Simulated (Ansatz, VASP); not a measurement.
## One calculation of Be2SO3, two programs

```
CELL_PARAMETERS angstrom
4.83367 0.00000 0.00000
-2.41683 4.18608 0.00000
0.00000 0.00000 2.42382
ATOMIC_POSITIONS crystal
Be 0.33333 0.66667 0.50000
Be 0.66667 0.33333 0.50000
S 0.00000 0.00000 0.00000
O 0.50000 0.00000 0.00000
O 0.00000 0.50000 0.00000
O 0.50000 0.50000 0.00000
```

Alike in both runs: functional PBE; k mesh 12 × 12 × 16; occupations gaussian, width 0.1 eV; no spin polarisation.

Ansatz relaxed the structure, and its values are those at the end. VASP's run is a single point on that final structure, the one shown.

```csv
,VASP,Ansatz
version,VASP 6.6.1,Ansatz 0.2.0
potentials or method,"VASP PAW PBE potentials, release 64 (Be, S, O), cutoff 520 eV","scalar-relativistic, plane waves, PAW"
valence electrons in the cell,28,28
```

|  | VASP | Ansatz | Ansatz less VASP |
| --- | --- | --- | --- |
| gap on the k mesh at the Fermi level (eV) | none | none | - |
| pressure (GPa) | 0.1 | 0.0 | -0.08 |

A gap of «none» marks a metal or a gap that the smearing closes.
